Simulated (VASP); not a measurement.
# Te2I3 (P6/mmm) in VASP: a series of runs, part 2 of 2

VASP 6.6.1. Earlier steps stand in the parts before.

## 3. Single point, PBE

This run uses another cell than the first one, of 45.56 Å³/atom, 1.026 times its volume.

The input, INCAR:

```
SYSTEM = Te2I3
PREC = Accurate ; ENCUT = 520
EDIFF = 1E-6 ; ISMEAR = 0
SIGMA = 0.1 ; LREAL = .False.
LASPH = .True. ; NELM = 60
ALGO = Normal ; ISIF = 2
LWAVE = .False. ; LCHARG = .True.
GGA = PE ; LELF = .True.
LVHAR = .True. ; NBANDS = 24
```

The input, KPOINTS:

```
regular mesh
0
Gamma
  3 3 4
  0 0 0
```

The input, POSCAR:

```
Te2I3
1.0
    6.5811749600      0.0000000000      0.0000000000
   -3.2905874800      5.6994647100      0.0000000000
    0.0000000000      0.0000000000      6.0738232900
Te I
2 3
Direct
    0.3333333300      0.6666666700      0.5000000000
    0.6666666700      0.3333333300      0.5000000000
    0.5000000000      0.0000000000      0.0000000000
    0.0000000000      0.5000000000      0.0000000000
    0.5000000000      0.5000000000      0.0000000000
```

Potentials or basis: VASP PAW PBE potentials, release 64 (Te, I).

Started as:

```console
$ cat potpaw_PBE.64/Te/POTCAR potpaw_PBE.64/I/POTCAR > POTCAR
$ mpirun -np 1 vasp_std > vasp.out
```

OUTCAR:

```text
SYSTEM = Te2I3
   PREC = Accurate
   ENCUT = 520
   EDIFF = 1E-6
   ISMEAR = 0
   LREAL = .False.
   LASPH = .True.
   NELM = 60
   ISIF = 2
   GGA = PE

 ion  position               nearest neighbor table
   1  0.333  0.667  0.500-   4 3.58   4 3.58   3 3.58   3 3.58   5 3.58   5 3.58
   2  0.667  0.333  0.500-   4 3.58   4 3.58   3 3.58   3 3.58   5 3.58   5 3.58
   3  0.500  0.000  0.000-   4 3.29   5 3.29   5 3.29   4 3.29   1 3.58   2 3.58   1 3.58   2 3.58

   4  0.000  0.500  0.000-   5 3.29   5 3.29   3 3.29   3 3.29   1 3.58   2 3.58   1 3.58   2 3.58

   5  0.500  0.500  0.000-   4 3.29   4 3.29   3 3.29   3 3.29   1 3.58   2 3.58   1 3.58   2 3.58

  LATTYP: Found a hexagonal cell.
 ALAT       =     6.5811749600
 C/A-ratio  =     0.9229086488

  Lattice vectors:

 A1 = (   6.5811749600,   0.0000000000,   0.0000000000)
 A2 = (  -3.2905874800,   5.6994647100,   0.0000000000)
 A3 = (   0.0000000000,   0.0000000000,   6.0738232900)

Analysis of symmetry for initial positions (statically):
=====================================================================
 Subroutine PRICEL returns:
 Original cell was already a primitive cell.

 Routine SETGRP: Setting up the symmetry group for a
 hexagonal supercell.

 Subroutine GETGRP returns: Found 24 space group operations
 (whereof 24 operations were pure point group operations)
 out of a pool of 24 trial point group operations.

The static configuration has the point symmetry D_6h.

Analysis of symmetry for dynamics (positions and initial velocities):
=====================================================================
 Subroutine PRICEL returns:
 Original cell was already a primitive cell.

 Routine SETGRP: Setting up the symmetry group for a
 hexagonal supercell.

 Subroutine GETGRP returns: Found 24 space group operations
 (whereof 24 operations were pure point group operations)
 out of a pool of 24 trial point group operations.

The dynamic configuration has the point symmetry D_6h.

 Subroutine INISYM returns: Found 24 space group operations
 (whereof 24 operations are pure point group operations),
 and found     1 'primitive' translations

----------------------------------------------------------------------------------------

                                     Primitive cell

  volume of cell :     227.8241

  direct lattice vectors                    reciprocal lattice vectors
     6.581174960  0.000000000  0.000000000     0.151948551  0.087727537  0.000000000
    -3.290587480  5.699464710  0.000000000     0.000000000  0.175455074  0.000000000
     0.000000000  0.000000000  6.073823290     0.000000000  0.000000000  0.164640944

  length of vectors
     6.581174960  6.581174967  6.073823290     0.175455074  0.175455074  0.164640944

  position of ions in fractional coordinates (direct lattice)
     0.333333330  0.666666670  0.500000000
     0.666666670  0.333333330  0.500000000
     0.500000000  0.000000000  0.000000000
     0.000000000  0.500000000  0.000000000
     0.500000000  0.500000000  0.000000000

[... 28 lines left out ...]

 Subroutine IBZKPT returns following result:
 ===========================================

 Found      9 irreducible k-points:

 Following reciprocal coordinates:
            Coordinates               Weight
  0.000000  0.000000  0.000000      1.000000
  0.333333 -0.000000  0.000000      6.000000
  0.333333  0.333333  0.000000      2.000000
  0.000000  0.000000  0.250000      2.000000
  0.333333 -0.000000  0.250000     12.000000
  0.333333  0.333333  0.250000      4.000000
  0.000000  0.000000  0.500000      1.000000
  0.333333 -0.000000  0.500000      6.000000
  0.333333  0.333333  0.500000      2.000000
   k-points           NKPTS =      9   k-points in BZ     NKDIM =      9   number of bands    NBANDS=     24
   number of dos      NEDOS =    301   number of ions     NIONS =      5
   total plane-waves  NPLWV = 120000
   dimension x,y,z NGX =    50 NGY =   50 NGZ =   48
   dimension x,y,z NGXF=   100 NGYF=  100 NGZF=   96
   ions per type =               2   3
   NGX,Y,Z   is equivalent  to a cutoff of  12.63, 12.63, 13.14 a.u.
   NGXF,Y,Z  is equivalent  to a cutoff of  25.26, 25.26, 26.28 a.u.
 SYSTEM =  Te2I3
   PREC   = accura    normal or accurate (medium, high low for compatibility)
   ISTART =      0    job   : 0-new  1-cont  2-samecut
   ICHARG =      2    charge: 1-file 2-atom 10-const
   ISPIN  =      1    spin polarized calculation?
   LNONCOLLINEAR =      F non collinear calculations
   LSORBIT =      F    spin-orbit coupling
   LASPH  =      T    aspherical Exc in radial PAW
   ENCUT  =  520.0 eV  38.22 Ry    6.18 a.u.  12.24 12.24 11.29*2*pi/ulx,y,z
   NELM   =     60;   NELMIN=  2; NELMDL= -5     # of ELM steps
   EDIFF  = 0.1E-05   stopping-criterion for ELM
   LREAL  =      F    real-space projection
   EDIFFG = 0.1E-04   stopping-criterion for IOM
   NSW    =      0    number of steps for IOM
   IBRION =     -1    ionic relax: 0-MD 1-quasi-New 2-CG
   NFREE  =      0    steps in history (QN), initial steepest desc. (CG)
   ISIF   =      2    stress and relaxation
   ISYM   =      2    0-nonsym 1-usesym 2-fastsym
   POTIM  = 0.5000    time-step for ionic-motion
   TEBEG  =    0.0;   TEEND  =   0.0 temperature during run
   PSTRESS=    0.0 pullay stress
   NELECT =      33.0000    total number of electrons
   NUPDOWN=      -1.0000    fix difference up-down
   EMIN   =  10.00;   EMAX   =-10.00  energy-range for DOS
   EFERMI =   0.00;   METHOD = LEGACY
   ISMEAR =     0;   SIGMA  =   0.10  broadening in eV -4-tet -1-fermi 0-gaus
   EFERMI_NEDOS =   21; number of points for ismear=-14 and -15
   IALGO  =     38    algorithm
   IMIX   =      4    mixing-type and parameters
     AMIX     =   0.40;   BMIX     =  1.00
     AMIX_MAG =   1.60;   BMIX_MAG =  1.00
  volume/ion in A,a.u.               =      45.56       307.49
  Fermi-wavevector in a.u.,A,eV,Ry     =   0.859765  1.624720 10.057362  0.739195
  Thomas-Fermi vector in A             =   1.977169
   LORBIT       =      0    0 simple, 1 ext, 2 COOP (PROOUT), +10 PAW based schemes
   GGA     = PE    functional components
   LHFCALC =     F    Hartree Fock is set to
   AEXX    =    0.0000 exact exchange contribution
   IVDW    =     0    specifies the selected vdW correction
   LEPSILON=     F    determine dielectric tensor
   LRPA    =     F    only Hartree local field effects (RPA)
 non-spin polarized calculation
 Gauss-broadening in eV      SIGMA  =   0.10
  energy-cutoff  :      520.00
  volume of cell :      227.82
 maximum number of plane-waves:      6159
 NGX is ok and might be reduce to    50
   NGX = 25   NGY = 25   NGZ = 23

 number of electron      33.0000004 magnetization

 Free energy of the ion-electron system (eV)
  ---------------------------------------------------
  ext. energy  EPLUGINS =         0.00000000
  ---------------------------------------------------
  free energy    TOTEN  =        -7.64601420 eV

  energy without entropy =       -7.60713851  energy(sigma->0) =       -7.62657635

 E-fermi :   2.6934     XC(G=0):  -7.5613

 val. band max:        2.6572046226   @ k =   0.3333  -0.0000   0.5000
 cond. band min:       2.7128533843   @ k =   0.0000   0.0000   0.0000
 fundamental gap:      0.0556487617
 Fermi energy:         2.6934095296

 k-point     1 :       0.0000    0.0000    0.0000
  band No.  band energies     occupation
      1     -11.2661      2.00000
      2      -9.4468      2.00000
      3      -9.4468      2.00000
      4      -7.6715      2.00000
      5      -7.1969      2.00000
      6      -2.8351      2.00000
[... 232 lines left out ...]
     23       9.7083      0.00000
     24       9.7088      0.00000

------------------------ aborting loop because EDIFF is reached ----------------------------------------

  FORCE on cell =-STRESS in cart. coord.  units (eV):
  Direction    XX          YY          ZZ          XY          YZ          ZX
  --------------------------------------------------------------------------------------
  -------------------------------------------------------------------------------------
  Total       -1.2612745     -1.2612745     -0.3561102      0.0000000      0.0000000      0.0000000
  in kB       -8.8699371     -8.8699371     -2.5043517      0.0000000      0.0000000      0.0000000
  external PRESSURE =      -6.7480753 kB  Pullay stress =       0.0000000 kB

 VOLUME and BASIS-vectors are now :
 -----------------------------------------------------------------------------
  energy-cutoff  :      520.00
  volume of cell :      227.82
      direct lattice vectors                 reciprocal lattice vectors
     6.581174960  0.000000000  0.000000000     0.151948551  0.087727537  0.000000000
    -3.290587480  5.699464710  0.000000000     0.000000000  0.175455074  0.000000000
     0.000000000  0.000000000  6.073823290     0.000000000  0.000000000  0.164640944

 POSITION                                       TOTAL-FORCE (eV/Angst)
 -----------------------------------------------------------------------------------
     -0.00000      3.79964      3.03691         0.000000      0.000000      0.000000
      3.29059      1.89982      3.03691         0.000000     -0.000000     -0.000000
      3.29059      0.00000      0.00000         0.000000      0.000000     -0.000000
     -1.64529      2.84973      0.00000         0.000000      0.000000     -0.000000
      1.64529      2.84973      0.00000        -0.000000      0.000000     -0.000000
 -----------------------------------------------------------------------------------
    total drift:                               -0.000000      0.000000     -0.000000

  FREE ENERGIE OF THE ION-ELECTRON SYSTEM (eV)
  ---------------------------------------------------
  free  energy   TOTEN  =        -7.6460141986 eV

  energy  without entropy=       -7.6071385090  energy(sigma->0) =       -7.62657635
```

OSZICAR:

```text
N       E                     dE             d eps       ncg     rms          rms(c)
DAV:   1     0.190979870258E+03    0.19098E+03   -0.11654E+04   432   0.107E+03
DAV:   2     0.897083142091E+01   -0.18201E+03   -0.17637E+03   616   0.170E+02
DAV:   3    -0.718794073538E+01   -0.16159E+02   -0.15951E+02   496   0.566E+01
DAV:   4    -0.767080129143E+01   -0.48286E+00   -0.48219E+00   624   0.110E+01
DAV:   5    -0.767645999959E+01   -0.56587E-02   -0.56576E-02   560   0.150E+00    0.106E+01
DAV:   6    -0.764646088345E+01    0.29999E-01   -0.56225E-02   552   0.962E-01    0.662E+00
DAV:   7    -0.764692070755E+01   -0.45982E-03   -0.51389E-02   544   0.100E+00    0.479E-01
DAV:   8    -0.764617487377E+01    0.74583E-03   -0.29958E-03   520   0.259E-01    0.243E-01
DAV:   9    -0.764601320269E+01    0.16167E-03   -0.66105E-04   552   0.111E-01    0.692E-02
DAV:  10    -0.764601346010E+01   -0.25741E-06   -0.44900E-05   536   0.320E-02    0.237E-02
DAV:  11    -0.764601419863E+01   -0.73853E-06   -0.44117E-06   520   0.118E-02
   1 F= -.76460142E+01 E0= -.76265764E+01  d E =-.388757E-01
```

Wall time 28 s (1 thread of Intel Xeon 6975P-C (Granite Rapids), shared host); peak memory 0.35 GiB.

What came out:

* Free energy: -7.6460 eV
* Pressure: -0.7 GPa

Stress tensor (GPa, compression positive):
```
-0.89  0.00  0.00
 0.00 -0.89  0.00
 0.00  0.00 -0.25
```

Levels at points of the mesh, in eV from the Fermi level:
```csv
k point,band 13,band 14,band 15,band 16,band 17,band 18,band 19,band 20
"(0.00, 0.00, 0.00)",-1.88,-1.37,0.02,0.02,0.13,0.92,0.92,1.58
"(0.00, 0.00, 0.50)",-0.24,-0.24,0.12,0.12,0.13,0.17,0.79,0.79
```

Caveat: the k points lie up to 0.37 Å⁻¹ apart; spin-orbit coupling is left out, which moves the levels of the heavy elements; this functional lacks dispersion, which binds the layers, so the pressure and a relaxed spacing across them are unreliable; an odd number of electrons without spin polarisation forces a metal; a magnetic or distorted state may lie lower.

## 4. Single point, PBE

This run uses another cell than the first one, of 52.75 Å³/atom, 1.188 times its volume.

The input, INCAR:

```
ALGO = Normal ; EDIFF = 1E-6
ENCUT = 520 ; GGA = PE
ISIF = 2 ; ISMEAR = 0
LASPH = T ; LCHARG = F
LREAL = F ; LWAVE = F
NBANDS = 24 ; NELM = 100
PREC = Accurate ; SIGMA = 0.1
```

The input, KPOINTS:

```
k-points
0
Gamma
  6 6 6
```

The input, POSCAR:

```
Te2I3
1.0
    8.4400629625      0.0000000000      0.0000000000
   -4.2200314812      7.3093089350      0.0000000000
    0.0000000000      0.0000000000      4.2750550039
Te I
2 3
Direct
    0.3333333333      0.6666666667      0.5000000000
    0.6666666667      0.3333333333      0.5000000000
    0.5000000000      0.0000000000      0.0000000000
    0.0000000000      0.5000000000      0.0000000000
    0.5000000000      0.5000000000      0.0000000000
```

Started as:

```console
$ cat potpaw_PBE.64/Te/POTCAR potpaw_PBE.64/I/POTCAR > POTCAR
$ mpirun -np 1 vasp_std > vasp.out
```

Run time: 81 s. Hardware: 1 thread of Intel Xeon 6975P-C (Granite Rapids), shared host; peak memory 0.45 GiB.

It converged, with:

- Free energy: -10.1284 eV
- Pressure: 0.0 GPa

Levels at points of the mesh, in eV from the Fermi level:
```tsv
k point	band 13	band 14	band 15	band 16	band 17	band 18	band 19	band 20	band 21	band 22
(0.00, 0.00, 0.00)	-2.12	-1.81	-1.44	-1.43	-1.43	1.29	1.29	1.53	2.99	4.01
(0.50, 0.00, 0.00)	-2.12	-2.02	-0.87	-0.19	-0.05	0.36	0.66	1.21	3.86	4.31
(0.00, 0.00, 0.50)	-1.90	-1.90	-1.82	-1.82	-1.59	1.30	1.30	2.72	4.93	4.93
(0.50, 0.00, 0.50)	-2.25	-1.74	-1.74	-0.18	0.23	0.40	1.08	1.56	4.82	5.78
```

Caveat: spin-orbit coupling is left out, which moves the levels of the heavy elements; an odd number of electrons without spin polarisation forces a metal; a magnetic or distorted state may lie lower.

## 5. Overview

| cell | k mesh | gap on the mesh (eV) | pressure (GPa) |
| --- | --- | --- | --- |
| a = 6.496, b = 6.496, c = 6.075 Å, angles 90.0, 90.0, 120.0°, 5 atoms | 3 × 3 × 4 | none | -0.1 |
| a = 6.581, b = 6.581, c = 6.074 Å, angles 90.0, 90.0, 120.0°, 5 atoms | 3 × 3 × 4 | none | -0.7 |
| a = 8.440, b = 8.440, c = 4.275 Å, angles 90.0, 90.0, 120.0°, 5 atoms | 6 × 6 × 6 | none | 0.0 |

Alike in all rows: task single point; level PBE; potentials or basis VASP PAW PBE potentials, release 64 (Te, I); no spin polarisation; cutoff (eV) 520; smearing gaussian 0.1 eV.

Caveats: some runs use coarse meshes; spin-orbit coupling is left out, which moves the levels of the heavy elements; an odd number of electrons without spin polarisation forces a metal; a magnetic or distorted state may lie lower; this functional lacks dispersion, which binds the layers, so the pressure and a relaxed spacing across them are unreliable (some runs).

Total energies depend on the potentials used, so only differences within one code and one set of settings carry meaning.
